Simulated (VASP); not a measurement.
PbS, 4 atoms in the cell. The cell holds a slab with vacuum, 4 atoms: a = 4.116 Å, b = 4.116 Å, c = 11.720 Å, α = 93.75°, β = 93.75°, γ = 89.21°.  This cell differs from its parent crystal: volume scaled by 0.99.

* Program: VASP 6.6.1
* Task: single point
* Functional: PBE
* Potentials or basis: VASP PAW PBE potentials, release 64 (Pb_d, S)
* Cutoff: 520 eV
* k mesh: 7 × 7 × 3
* Occupations: fermi-dirac, width 0.01 eV
* Spin: no spin polarisation
* Dipole correction: no
* Further INCAR settings: ALGO = Normal; EDIFF = 1e-06; NBANDS = 28

Potentials or basis: VASP PAW PBE potentials, release 64 (Pb_d, S).

Command:

```sh
$ cat potpaw_PBE.64/Pb_d/POTCAR potpaw_PBE.64/S/POTCAR > POTCAR
$ mpirun -np 1 vasp_std > vasp.out
```

Hardware: 1 thread of Intel(R) Xeon(R) 6975P-C (Granite Rapids), on a shared host.

**Question.** Estimate the wall time of this run.

**Answer.** Run time: 2.2 min on 1 thread of Intel(R) Xeon(R) 6975P-C (Granite Rapids), with other jobs on the host, peak memory 0.4 GiB. Counts: scf iterations 17, k points 44.
